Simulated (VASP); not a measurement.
# Cr (P6_3/mmc) in VASP: single point with RPBE

Aim: the single point of Cr with RPBE.

Everything below comes from runs of VASP 6.6.1. Logs are shortened: lines on timing, memory, paths and dates and some standing lists are left out, and cuts for length are marked.

### Step 1. The cell of the first run

The structure is hexagonal, space group P6_3/mmc (No. 194). The conventional cell has a = 2.503 Å, b = 2.503 Å, c = 4.489 Å, α = 90.00°, β = 90.00°, γ = 120.00°. Within 3.3 Å of Cr (site symmetry -6m2) lie 12 Cr at 2.50 to 2.67 Å.

This isn't the form of Cr at room conditions, which is bcc.

### Step 2. Single point, RPBE, collinear spin, antiferromagnetic start

Contents of INCAR:

```
ALGO = Normal ; EDIFF = 1E-7
ENCUT = 520 ; GGA = RP
ISIF = 2 ; ISMEAR = -1
ISPIN = 2 ; LASPH = True
LCHARG = False ; LMAXMIX = 4
LORBIT = 11 ; LREAL = False
LWAVE = False ; MAGMOM = 1.5 -1.5
NBANDS = 23 ; NELM = 150
PREC = Accurate ; SIGMA = 0.05
```

Contents of KPOINTS:

```
k-points
0
Gamma
  24 24 12
```

Contents of POSCAR:

```
Cr
1.0
    2.5028774524      0.0000000000      0.0000000000
   -1.2514387262      2.1675554563      0.0000000000
    0.0000000000      0.0000000000      4.4889880530
Cr
2
Direct
    0.3333333333      0.6666666667      0.2500000000
    0.6666666667      0.3333333333      0.7500000000
```

Potentials or basis: VASP PAW PBE potentials, release 64 (Cr_pv).

Started as:

```
> cat potpaw_PBE.64/Cr_pv/POTCAR > POTCAR
> mpirun -np 1 vasp_std > vasp.out
```

OUTCAR:

```text
EDIFF = 1E-7
   ENCUT = 520
   GGA = RP
   ISIF = 2
   ISMEAR = -1
   ISPIN = 2
   LASPH = True
   LORBIT = 11
   LREAL = False
   NELM = 150
   PREC = Accurate

 ion  position               nearest neighbor table
   1  0.333  0.667  0.250-   2 2.67   2 2.67   2 2.67   2 2.67   2 2.67   2 2.67
   2  0.667  0.333  0.750-   1 2.67   1 2.67   1 2.67   1 2.67   1 2.67   1 2.67

  LATTYP: Found a hexagonal cell.
 ALAT       =     2.5028774524
 C/A-ratio  =     1.7935309013

  Lattice vectors:

 A1 = (   2.5028774524,   0.0000000000,   0.0000000000)
 A2 = (  -1.2514387262,   2.1675554563,   0.0000000000)
 A3 = (   0.0000000000,   0.0000000000,   4.4889880530)

Analysis of symmetry for initial positions (statically):
=====================================================================
 Subroutine PRICEL returns:
 Original cell was already a primitive cell.

 Routine SETGRP: Setting up the symmetry group for a
 hexagonal supercell.

 Subroutine GETGRP returns: Found 24 space group operations
 (whereof 12 operations were pure point group operations)
 out of a pool of 24 trial point group operations.

The static configuration has the point symmetry D_3d.
 The point group associated with its full space group is D_6h.

Analysis of symmetry for dynamics (positions and initial velocities):
=====================================================================
 Subroutine PRICEL returns:
 Original cell was already a primitive cell.

 Routine SETGRP: Setting up the symmetry group for a
 hexagonal supercell.

 Subroutine GETGRP returns: Found 24 space group operations
 (whereof 12 operations were pure point group operations)
 out of a pool of 24 trial point group operations.

The dynamic configuration has the point symmetry D_3d.
 The point group associated with its full space group is D_6h.

Analysis of structural, dynamic, and magnetic symmetry:
=====================================================================
 Subroutine PRICEL returns:
 Original cell was already a primitive cell.

 Routine SETGRP: Setting up the symmetry group for a
 hexagonal supercell.

 Subroutine GETGRP returns: Found 24 space group operations
 (whereof 12 operations were pure point group operations)
 out of a pool of 24 trial point group operations.

The overall configuration has the point symmetry D_3d.
 The point group associated with its full space group is D_6h.

 Subroutine INISYM returns: Found 24 space group operations
 (whereof 12 operations are pure point group operations),
 and found     1 'primitive' translations

----------------------------------------------------------------------------------------

                                     Primitive cell

  volume of cell :      24.3533

  direct lattice vectors                    reciprocal lattice vectors
     2.502877452  0.000000000  0.000000000     0.399540137  0.230674606  0.000000000
    -1.251438726  2.167555456  0.000000000     0.000000000  0.461349211  0.000000000
     0.000000000  0.000000000  4.488988053     0.000000000  0.000000000  0.222767356

  length of vectors
     2.502877452  2.502877452  4.488988053     0.461349211  0.461349211  0.222767356

  position of ions in fractional coordinates (direct lattice)
     0.333333333  0.666666667  0.250000000
     0.666666667  0.333333333  0.750000000

  ion indices of the primitive-cell ions
   primitive index   ion index
                 1           1
                 2           2

----------------------------------------------------------------------------------------

 KPOINTS: k-points

Automatic generation of k-mesh.
 Grid dimensions read from file:
 generate k-points for:   24   24   12

 Generating k-lattice:

  Cartesian coordinates                     Fractional coordinates (reciprocal lattice)
     0.016647506  0.009611442  0.000000000     0.041666667  0.000000000  0.000000000
     0.000000000  0.019222884  0.000000000     0.000000000  0.041666667  0.000000000
     0.000000000  0.000000000  0.018563946     0.000000000  0.000000000  0.083333333

  Length of vectors
     0.019222884  0.019222884  0.018563946

  Shift w.r.t. Gamma in fractional coordinates (k-lattice)
     0.000000000  0.000000000  0.000000000

 Subroutine IBZKPT returns following result:
 ===========================================

 Found    427 irreducible k-points:

 Following reciprocal coordinates:
            Coordinates               Weight
  0.000000  0.000000  0.000000      1.000000
  0.041667 -0.000000  0.000000      6.000000
  0.083333  0.000000  0.000000      6.000000
  0.125000  0.000000  0.000000      6.000000
  0.166667  0.000000  0.000000      6.000000
  0.208333 -0.000000  0.000000      6.000000
[... 16 lines left out ...]
  0.416667  0.041667  0.000000     12.000000
  0.458333  0.041667  0.000000     12.000000
 [... further k-points ...]
   k-points           NKPTS =    427   k-points in BZ     NKDIM =    427   number of bands    NBANDS=     23
   number of dos      NEDOS =    301   number of ions     NIONS =      2
   total plane-waves  NPLWV =  14400
   dimension x,y,z NGX =    20 NGY =   20 NGZ =   36
   dimension x,y,z NGXF=    40 NGYF=   40 NGZF=   72
   ions per type =               2
   NGX,Y,Z   is equivalent  to a cutoff of  13.28, 13.28, 13.33 a.u.
   NGXF,Y,Z  is equivalent  to a cutoff of  26.57, 26.57, 26.66 a.u.
 SYSTEM =  unknown system
   PREC   = accura    normal or accurate (medium, high low for compatibility)
   ISTART =      0    job   : 0-new  1-cont  2-samecut
   ICHARG =      2    charge: 1-file 2-atom 10-const
   ISPIN  =      2    spin polarized calculation?
   LNONCOLLINEAR =      F non collinear calculations
   LSORBIT =      F    spin-orbit coupling
   LASPH  =      T    aspherical Exc in radial PAW
   ENCUT  =  520.0 eV  38.22 Ry    6.18 a.u.   4.65  4.65  8.35*2*pi/ulx,y,z
   NELM   =    150;   NELMIN=  2; NELMDL= -5     # of ELM steps
   EDIFF  = 0.1E-06   stopping-criterion for ELM
   LREAL  =      F    real-space projection
   EDIFFG = 0.1E-05   stopping-criterion for IOM
   NSW    =      0    number of steps for IOM
   IBRION =     -1    ionic relax: 0-MD 1-quasi-New 2-CG
   NFREE  =      0    steps in history (QN), initial steepest desc. (CG)
   ISIF   =      2    stress and relaxation
   ISYM   =      2    0-nonsym 1-usesym 2-fastsym
   POTIM  = 0.5000    time-step for ionic-motion
   TEBEG  =    0.0;   TEEND  =   0.0 temperature during run
   PSTRESS=    0.0 pullay stress
   NELECT =      24.0000    total number of electrons
   NUPDOWN=      -1.0000    fix difference up-down
   EMIN   =  10.00;   EMAX   =-10.00  energy-range for DOS
   EFERMI =   0.00;   METHOD = LEGACY
   ISMEAR =    -1;   SIGMA  =   0.05  broadening in eV -4-tet -1-fermi 0-gaus
   EFERMI_NEDOS =   21; number of points for ismear=-14 and -15
   IALGO  =     38    algorithm
   IMIX   =      4    mixing-type and parameters
     AMIX     =   0.40;   BMIX     =  1.00
     AMIX_MAG =   1.60;   BMIX_MAG =  1.00
  volume/ion in A,a.u.               =      12.18        82.17
  Fermi-wavevector in a.u.,A,eV,Ry     =   1.629143  3.078634 36.111309  2.654106
  Thomas-Fermi vector in A             =   2.721658
   LORBIT       =     11    0 simple, 1 ext, 2 COOP (PROOUT), +10 PAW based schemes
   GGA     = RP    functional components
   LHFCALC =     F    Hartree Fock is set to
   AEXX    =    0.0000 exact exchange contribution
   IVDW    =     0    specifies the selected vdW correction
   LEPSILON=     F    determine dielectric tensor
   LRPA    =     F    only Hartree local field effects (RPA)
 spin polarized calculation
  energy-cutoff  :      520.00
  volume of cell :       24.35
 maximum number of plane-waves:       678
 NGX is ok and might be reduce to    20
   NGX =  9   NGY =  9   NGZ = 17

 number of electron      24.0000006 magnetization       0.0000000

 number of electron      24.0000006 magnetization      -0.0000000

 Free energy of the ion-electron system (eV)
  ---------------------------------------------------
  ext. energy  EPLUGINS =         0.00000000
  ---------------------------------------------------
  free energy    TOTEN  =       -17.19418393 eV

  energy without entropy =      -17.16823001  energy(sigma->0) =      -17.18120697

 E-fermi :  10.2028     XC(G=0): -13.2306

 val. band max:       10.2022112237   @ k =   0.2917   0.2917   0.0833
 cond. band min:      10.2059799401   @ k =   0.3750   0.0417   0.0833
 fundamental gap:      0.0037687165
 Fermi energy:        10.2028210805

 spin component 1

 k-point     1 :       0.0000    0.0000    0.0000
  band No.  band energies     occupation
      1     -33.1112      1.00000
      2     -32.5035      1.00000
      3     -32.3382      1.00000
      4     -32.3382      1.00000
      5     -32.2803      1.00000
      6     -32.2803      1.00000
[... 15 lines left out ...]
     22      29.8950      0.00000
     23      30.1936      0.00000
[... 575 lines left out ...]
      1     -33.1213      1.00000
      2     -33.0360      1.00000
      3     -32.7840      1.00000
      4     -32.5924      1.00000
      5     -32.5490      1.00000
      6     -32.4432      1.00000
[... 15 lines left out ...]
     22      21.5688      0.00000
     23      23.5544      0.00000

 [... further k-points ...]

 spin component 2

 k-point     1 :       0.0000    0.0000    0.0000
  band No.  band energies     occupation
      1     -33.1112      1.00000
      2     -32.5035      1.00000
      3     -32.3382      1.00000
      4     -32.3382      1.00000
      5     -32.2803      1.00000
      6     -32.2803      1.00000
[... 15 lines left out ...]
     22      29.8950      0.00000
     23      30.1936      0.00000
[... 575 lines left out ...]
      1     -33.1213      1.00000
      2     -33.0360      1.00000
      3     -32.7840      1.00000
      4     -32.5924      1.00000
      5     -32.5490      1.00000
      6     -32.4432      1.00000
[... 15 lines left out ...]
     22      21.5688      0.00000
     23      23.5544      0.00000

 [... further k-points ...]

------------------------ aborting loop because EDIFF is reached ----------------------------------------

  FORCE on cell =-STRESS in cart. coord.  units (eV):
  Direction    XX          YY          ZZ          XY          YZ          ZX
  --------------------------------------------------------------------------------------
  -------------------------------------------------------------------------------------
  Total       -0.0689727     -0.0689727     -0.0377949     -0.0000000      0.0000000      0.0000000
  in kB       -4.5376360     -4.5376360     -2.4864854     -0.0000000      0.0000000      0.0000000
  external PRESSURE =      -3.8539191 kB  Pullay stress =       0.0000000 kB

 VOLUME and BASIS-vectors are now :
 -----------------------------------------------------------------------------
  energy-cutoff  :      520.00
  volume of cell :       24.35
      direct lattice vectors                 reciprocal lattice vectors
     2.502877452  0.000000000  0.000000000     0.399540137  0.230674606  0.000000000
    -1.251438726  2.167555456  0.000000000     0.000000000  0.461349211  0.000000000
     0.000000000  0.000000000  4.488988053     0.000000000  0.000000000  0.222767356

 POSITION                                       TOTAL-FORCE (eV/Angst)
 -----------------------------------------------------------------------------------
     -0.00000      1.44504      1.12225        -0.000000      0.000000      0.000000
      1.25144      0.72252      3.36674         0.000000     -0.000000      0.000000
 -----------------------------------------------------------------------------------
    total drift:                               -0.000000      0.000000     -0.000000

  FREE ENERGIE OF THE ION-ELECTRON SYSTEM (eV)
  ---------------------------------------------------
  free  energy   TOTEN  =       -17.1941839339 eV

  energy  without entropy=      -17.1682300132  energy(sigma->0) =      -17.18120697

 total charge

# of ion       s       p       d       tot
------------------------------------------
    1        0.448   6.360   4.178  10.985
    2        0.448   6.360   4.178  10.985
--------------------------------------------------
tot          0.896  12.719   8.355  21.971

 magnetization (x)

# of ion       s       p       d       tot
------------------------------------------
    1       -0.000   0.000   0.000   0.000
    2        0.000  -0.000  -0.000  -0.000
--------------------------------------------------
tot          0.000   0.000   0.000   0.000
```

Wall time 3.8 min (1 thread of Intel Xeon 6975P-C (Granite Rapids), shared host); peak memory 0.41 GiB.

Results:

```yaml
Free_energy: -17.1942 eV
Pressure: -0.4 GPa
Band_gap_on_the_k_mesh: zero (filled and empty bands overlap)
Net_moment: 0.00 μB per cell
Valence_electrons_inside_the_program's_atomic_spheres: Cr 10.98
```

Stress tensor (GPa, compression positive):
```
-0.45  0.00  0.00
 0.00 -0.45  0.00
 0.00  0.00 -0.25
```

Caveat: the moments typed at the start vanished in this run; the PAW data sets were made with another functional, which shifts forces and pressure a little.
